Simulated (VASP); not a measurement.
# MoS2 (P6_3/mmc) in VASP: further runs

Runs on MoS2. Level: PBEsol. Tasks: single point.

All numbers are computed with VASP 6.6.1; they aren't measurements. Logs are shortened: lines on timing, memory, paths and dates and some standing lists are left out, and cuts for length are marked.

**1. The cell of the first run**

The structure is hexagonal, space group P6_3/mmc (No. 194). The conventional cell has a = 3.047 Å, b = 3.047 Å, c = 12.193 Å, α = 90.00°, β = 90.00°, γ = 120.00°. Within 3.1 Å of Mo (site symmetry -6m2) lie 6 S at 2.32 Å and 6 Mo at 3.05 Å. S (site symmetry 3m) has 3 Mo at 2.32 Å and 7 S at 3.02 to 3.05 Å within 3.1 Å.

**2. Single point, PBEsol**

Input file INCAR:

```
PREC     = Accurate       # precision mode
ENCUT    = 520            # plane-wave cutoff, eV
EDIFF    = 1E-7           # SCF threshold, eV
ISMEAR   = 1              # smearing method
SIGMA    = 0.133          # smearing width, eV
LREAL    = F              # projectors in reciprocal space
LASPH    = T              # aspherical terms in the spheres
NELM     = 60             # most SCF steps
ALGO     = Normal         # electronic algorithm
ISIF     = 2              # what is computed and relaxed
LWAVE    = F              # write WAVECAR
LCHARG   = F              # write CHGCAR
GGA      = PS             # functional
NBANDS   = 35             # bands
```

Input file KPOINTS:

```
regular mesh
0
Gamma
  12 12 2
```

Input file POSCAR:

```
MoS2
1.0
    3.0474000000      0.0000000000      0.0000000000
   -1.5237000000      2.6391258155      0.0000000000
    0.0000000000      0.0000000000     12.1932000000
Mo S
2 4
Direct
    0.3333333333      0.6666666667      0.2500000000
    0.6666666667      0.3333333333      0.7500000000
    0.3333333333      0.6666666667      0.6259932117
    0.6666666667      0.3333333333      0.1259932117
    0.3333333333      0.6666666667      0.8740067883
    0.6666666667      0.3333333333      0.3740067883
```

Potentials or basis: VASP PAW PBE potentials, release 64 (Mo_sv, S).

Run with:

```console
cat potpaw_PBE.64/Mo_sv/POTCAR potpaw_PBE.64/S/POTCAR > POTCAR
mpirun -np 1 vasp_std > vasp.out
```

OUTCAR:

```text
PREC = Accurate
   ENCUT = 520
   EDIFF = 1E-7
   ISMEAR = 1
   LREAL = F
   LASPH = T
   NELM = 60
   ISIF = 2
   GGA = PS

 ion  position               nearest neighbor table
   1  0.333  0.667  0.250-   4 2.32   6 2.32   4 2.32   6 2.32   4 2.32   6 2.32
   2  0.667  0.333  0.750-   3 2.32   5 2.32   3 2.32   5 2.32   3 2.32   5 2.32
   3  0.333  0.667  0.626-   2 2.32   2 2.32   2 2.32
   4  0.667  0.333  0.126-   1 2.32   1 2.32   1 2.32
   5  0.333  0.667  0.874-   2 2.32   2 2.32   2 2.32
   6  0.667  0.333  0.374-   1 2.32   1 2.32   1 2.32

  LATTYP: Found a hexagonal cell.
 ALAT       =     3.0474000000
 C/A-ratio  =     4.0011813349

  Lattice vectors:

 A1 = (   3.0474000000,   0.0000000000,   0.0000000000)
 A2 = (  -1.5237000000,   2.6391258155,   0.0000000000)
 A3 = (   0.0000000000,   0.0000000000,  12.1932000000)

Analysis of symmetry for initial positions (statically):
=====================================================================
 Subroutine PRICEL returns:
 Original cell was already a primitive cell.

 Routine SETGRP: Setting up the symmetry group for a
 hexagonal supercell.

 Subroutine GETGRP returns: Found 24 space group operations
 (whereof 12 operations were pure point group operations)
 out of a pool of 24 trial point group operations.

The static configuration has the point symmetry D_3d.
 The point group associated with its full space group is D_6h.

Analysis of symmetry for dynamics (positions and initial velocities):
=====================================================================
 Subroutine PRICEL returns:
 Original cell was already a primitive cell.

 Routine SETGRP: Setting up the symmetry group for a
 hexagonal supercell.

 Subroutine GETGRP returns: Found 24 space group operations
 (whereof 12 operations were pure point group operations)
 out of a pool of 24 trial point group operations.

The dynamic configuration has the point symmetry D_3d.
 The point group associated with its full space group is D_6h.

 Subroutine INISYM returns: Found 24 space group operations
 (whereof 12 operations are pure point group operations),
 and found     1 'primitive' translations

----------------------------------------------------------------------------------------

                                     Primitive cell

  volume of cell :      98.0635

  direct lattice vectors                    reciprocal lattice vectors
     3.047400000  0.000000000  0.000000000     0.328148586  0.189456674  0.000000000
    -1.523700000  2.639125815  0.000000000     0.000000000  0.378913349  0.000000000
     0.000000000  0.000000000 12.193200000     0.000000000  0.000000000  0.082012925

  length of vectors
     3.047400000  3.047400000 12.193200000     0.378913349  0.378913349  0.082012925

  position of ions in fractional coordinates (direct lattice)
     0.333333333  0.666666667  0.250000000
     0.666666667  0.333333333  0.750000000
     0.333333333  0.666666667  0.625993212
     0.666666667  0.333333333  0.125993212
     0.333333333  0.666666667  0.874006788
     0.666666667  0.333333333  0.374006788

  ion indices of the primitive-cell ions
   primitive index   ion index
                 1           1
                 2           2
                 3           3
                 4           4
                 5           5
                 6           6

----------------------------------------------------------------------------------------

 KPOINTS: regular mesh

Automatic generation of k-mesh.
 Grid dimensions read from file:
 generate k-points for:   12   12    2

 Generating k-lattice:

  Cartesian coordinates                     Fractional coordinates (reciprocal lattice)
     0.027345715  0.015788056  0.000000000     0.083333333  0.000000000  0.000000000
     0.000000000  0.031576112  0.000000000     0.000000000  0.083333333  0.000000000
     0.000000000  0.000000000  0.041006463     0.000000000  0.000000000  0.500000000

  Length of vectors
     0.031576112  0.031576112  0.041006463

  Shift w.r.t. Gamma in fractional coordinates (k-lattice)
     0.000000000  0.000000000  0.000000000

 Subroutine IBZKPT returns following result:
 ===========================================

 Found     38 irreducible k-points:

 Following reciprocal coordinates:
            Coordinates               Weight
  0.000000  0.000000  0.000000      1.000000
  0.083333 -0.000000  0.000000      6.000000
  0.166667 -0.000000  0.000000      6.000000
  0.250000 -0.000000  0.000000      6.000000
  0.333333 -0.000000  0.000000      6.000000
  0.416667 -0.000000  0.000000      6.000000
[... 16 lines left out ...]
  0.250000 -0.000000  0.500000      6.000000
  0.333333 -0.000000  0.500000      6.000000
 [... further k-points ...]
   k-points           NKPTS =     38   k-points in BZ     NKDIM =     38   number of bands    NBANDS=     35
   number of dos      NEDOS =    301   number of ions     NIONS =      6
   total plane-waves  NPLWV =  55296
   dimension x,y,z NGX =    24 NGY =   24 NGZ =   96
   dimension x,y,z NGXF=    48 NGYF=   48 NGZF=  192
   ions per type =               2   4
   NGX,Y,Z   is equivalent  to a cutoff of  13.09, 13.09, 13.09 a.u.
   NGXF,Y,Z  is equivalent  to a cutoff of  26.19, 26.19, 26.18 a.u.
 SYSTEM =  unknown system
   PREC   = accura    normal or accurate (medium, high low for compatibility)
   ISTART =      0    job   : 0-new  1-cont  2-samecut
   ICHARG =      2    charge: 1-file 2-atom 10-const
   ISPIN  =      1    spin polarized calculation?
   LNONCOLLINEAR =      F non collinear calculations
   LSORBIT =      F    spin-orbit coupling
   LASPH  =      T    aspherical Exc in radial PAW
   ENCUT  =  520.0 eV  38.22 Ry    6.18 a.u.   5.67  5.67 22.67*2*pi/ulx,y,z
   NELM   =     60;   NELMIN=  2; NELMDL= -5     # of ELM steps
   EDIFF  = 0.1E-06   stopping-criterion for ELM
   LREAL  =      F    real-space projection
   EDIFFG = 0.1E-05   stopping-criterion for IOM
   NSW    =      0    number of steps for IOM
   IBRION =     -1    ionic relax: 0-MD 1-quasi-New 2-CG
   NFREE  =      0    steps in history (QN), initial steepest desc. (CG)
   ISIF   =      2    stress and relaxation
   ISYM   =      2    0-nonsym 1-usesym 2-fastsym
   POTIM  = 0.5000    time-step for ionic-motion
   TEBEG  =    0.0;   TEEND  =   0.0 temperature during run
   PSTRESS=    0.0 pullay stress
   NELECT =      52.0000    total number of electrons
   NUPDOWN=      -1.0000    fix difference up-down
   EMIN   =  10.00;   EMAX   =-10.00  energy-range for DOS
   EFERMI =   0.00;   METHOD = LEGACY
   ISMEAR =     1;   SIGMA  =   0.13  broadening in eV -4-tet -1-fermi 0-gaus
   EFERMI_NEDOS =   21; number of points for ismear=-14 and -15
   IALGO  =     38    algorithm
   IMIX   =      4    mixing-type and parameters
     AMIX     =   0.40;   BMIX     =  1.00
     AMIX_MAG =   1.60;   BMIX_MAG =  1.00
  volume/ion in A,a.u.               =      16.34       110.29
  Fermi-wavevector in a.u.,A,eV,Ry     =   1.325074  2.504027 23.889403  1.755822
  Thomas-Fermi vector in A             =   2.454562
   LORBIT       =      0    0 simple, 1 ext, 2 COOP (PROOUT), +10 PAW based schemes
   GGA     = PS    functional components
   LHFCALC =     F    Hartree Fock is set to
   AEXX    =    0.0000 exact exchange contribution
   IVDW    =     0    specifies the selected vdW correction
   LEPSILON=     F    determine dielectric tensor
   LRPA    =     F    only Hartree local field effects (RPA)
 non-spin polarized calculation
 Methfessel and Paxton  Order N= 1 SIGMA  =   0.13
  energy-cutoff  :      520.00
  volume of cell :       98.06
 maximum number of plane-waves:      2685
 NGX is ok and might be reduce to    24
   NGX = 11   NGY = 11   NGZ = 45

 number of electron      51.9999999 magnetization

 Free energy of the ion-electron system (eV)
  ---------------------------------------------------
  ext. energy  EPLUGINS =         0.00000000
  ---------------------------------------------------
  free energy    TOTEN  =       -46.44019835 eV

  energy without entropy =      -46.44026320  energy(sigma->0) =      -46.44021996

 E-fermi :   8.6595     XC(G=0): -11.3824

 val. band max:        8.5603913662   @ k =   0.0000   0.0000   0.0000
 cond. band min:       9.4863128871   @ k =   0.1667   0.1667   0.0000
 fundamental gap:      0.9259215209
 Fermi energy:         8.6595254154

 k-point     1 :       0.0000    0.0000    0.0000
  band No.  band energies     occupation
      1     -52.7372      2.00000
      2     -52.7372      2.00000
      3     -27.0589      2.00000
      4     -27.0587      2.00000
      5     -26.6648      2.00000
      6     -26.6648      2.00000
[... 27 lines left out ...]
     34      11.5030      0.00000
     35      14.5412      0.00000

 k-point     2 :       0.0833   -0.0000    0.0000
  band No.  band energies     occupation
      1     -52.7326      2.00000
      2     -52.7326      2.00000
      3     -27.0501      2.00000
      4     -27.0500      2.00000
      5     -26.7074      2.00000
      6     -26.7074      2.00000
[... 27 lines left out ...]
     34      11.3623      0.00000
     35      15.0896      0.00000

 k-point     3 :       0.1667   -0.0000    0.0000
  band No.  band energies     occupation
      1     -52.7199      2.00000
      2     -52.7199      2.00000
      3     -27.0263      2.00000
      4     -27.0262      2.00000
      5     -26.8223      2.00000
      6     -26.8223      2.00000
[... 27 lines left out ...]
     34      11.8026      0.00000
     35      16.2148      0.00000
[... 723 lines left out ...]
 k-point    23 :       0.2500   -0.0000    0.5000
  band No.  band energies     occupation
      1     -52.7025      2.00000
      2     -52.7025      2.00000
      3     -26.9934      2.00000
      4     -26.9934      2.00000
      5     -26.9762      2.00000
      6     -26.9762      2.00000
[... 27 lines left out ...]
     34      12.2517      0.00000
     35      16.1141      0.00000

 k-point    24 :       0.3333   -0.0000    0.5000
  band No.  band energies     occupation
      1     -52.6850      2.00000
      2     -52.6850      2.00000
      3     -27.1267      2.00000
      4     -27.1267      2.00000
      5     -26.9605      2.00000
      6     -26.9605      2.00000
[... 27 lines left out ...]
     34      12.5979      0.00000
     35      15.3549      0.00000

 [... further k-points ...]
[... 5 lines left out ...]
  --------------------------------------------------------------------------------------
  -------------------------------------------------------------------------------------
  Total       10.1410210     10.1410210     11.1037834      0.0000000     -0.0000000      0.0000000
  in kB      165.6856932    165.6856932    181.4154653      0.0000000     -0.0000000      0.0000000
  external PRESSURE =     170.9289506 kB  Pullay stress =       0.0000000 kB

 VOLUME and BASIS-vectors are now :
 -----------------------------------------------------------------------------
  energy-cutoff  :      520.00
  volume of cell :       98.06
      direct lattice vectors                 reciprocal lattice vectors
     3.047400000  0.000000000  0.000000000     0.328148586  0.189456674  0.000000000
    -1.523700000  2.639125815  0.000000000     0.000000000  0.378913349  0.000000000
     0.000000000  0.000000000 12.193200000     0.000000000  0.000000000  0.082012925

 POSITION                                       TOTAL-FORCE (eV/Angst)
 -----------------------------------------------------------------------------------
     -0.00000      1.75942      3.04830        -0.000000     -0.000000     -0.000000
      1.52370      0.87971      9.14490         0.000000      0.000000     -0.000000
     -0.00000      1.75942      7.63286         0.000000     -0.000000     -1.754912
      1.52370      0.87971      1.53626         0.000000      0.000000     -1.754912
     -0.00000      1.75942     10.65694         0.000000     -0.000000      1.754912
      1.52370      0.87971      4.56034        -0.000000      0.000000      1.754912
 -----------------------------------------------------------------------------------
    total drift:                               -0.000000      0.000000     -0.000000

  FREE ENERGIE OF THE ION-ELECTRON SYSTEM (eV)
  ---------------------------------------------------
  free  energy   TOTEN  =       -46.4401983451 eV

  energy  without entropy=      -46.4402631993  energy(sigma->0) =      -46.44021996
```

Run time: 1.7 min. Hardware: 1 thread of AMD EPYC 7R13 (Zen 3), shared host; peak memory 0.24 GiB.

What came out:

- Free energy: -46.4402 eV
- Pressure: 17.1 GPa
- Largest force: 1.755 eV/Å
- Band gap on the k mesh: 0.93 eV (least direct gap 1.96 eV)

Forces on the atoms (eV/Å):
```
Mo   0.000  0.000  0.000
Mo   0.000  0.000  0.000
S    0.000  0.000 -1.755
S    0.000  0.000 -1.755
S    0.000  0.000  1.755
S    0.000  0.000  1.755
```

Caveat: the cell stands under pressure; the PAW data sets were made with another functional, which shifts forces and pressure a little; this functional lacks dispersion, which binds the layers, so the pressure and a relaxed spacing across them are unreliable.

(Part 1 of 2 ends here.)
